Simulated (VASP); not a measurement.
Write the native input for VASP 6.6.1 that does the following.

```
Task                   : single point
Functional             : PBEsol
Potentials or basis    : VASP PAW PBE potentials, release 64 (Si, Ge_d)
Cutoff                 : 520 eV
k mesh                 : 8 × 8 × 8
Occupations            : gaussian, width 0.03 eV
Spin                   : no spin polarisation
Dipole correction      : no
Further INCAR settings : ALGO = Normal; EDIFF = 1e-07; NBANDS = 31
```

The structure of Si7Ge lies in POSCAR:

```
Si7Ge
1.0
    5.1875965065      0.0000000000      0.0000000000
    0.0000000000      5.1875965065      0.0000000000
    0.0000000000      0.0000000000      5.4002879632
Si Ge
7 1
Direct
    0.2525986838      0.2525986838      0.2525986838
    0.0000000000      0.5000000000      0.5000000000
    0.5000000000      0.5000000000      0.0000000000
    0.5000000000      0.0000000000      0.5000000000
    0.7474013162      0.2525986838      0.7474013162
    0.7474013162      0.7474013162      0.2525986838
    0.2525986838      0.7474013162      0.7474013162
    0.0000000000      0.0000000000      0.0000000000
```

This cell differs from its parent crystal: volume 18.166 Å^3 an atom, c/a of the conventional cell 1.0410.

The input as run:

INCAR

```
ALGO = Normal
EDIFF = 1E-7
ENCUT = 520
GGA = PS
ISIF = 2
ISMEAR = 0
LASPH = True
LCHARG = False
LREAL = False
LWAVE = False
NBANDS = 31
NELM = 80
PREC = Accurate
SIGMA = 0.03
```

KPOINTS

```
k-points
0
Gamma
  8 8 8
```

Potentials or basis: VASP PAW PBE potentials, release 64 (Si, Ge_d).

Launch:

```console
$ cat potpaw_PBE.64/Si/POTCAR potpaw_PBE.64/Ge_d/POTCAR > POTCAR
$ mpirun -np 1 vasp_std > vasp.out
```

Results of the run:

```yaml
Pressure: 13.0 GPa
Largest_force: 0.024 eV/Å
Band_gap_on_the_k_mesh: zero (filled and empty bands touch)
```

Caveat: the PAW data sets were made with another functional, which shifts forces and pressure a little.

It took 4.8 min on 1 thread of Intel Xeon 6975P-C, on a shared host, peak memory 0.42 GiB.
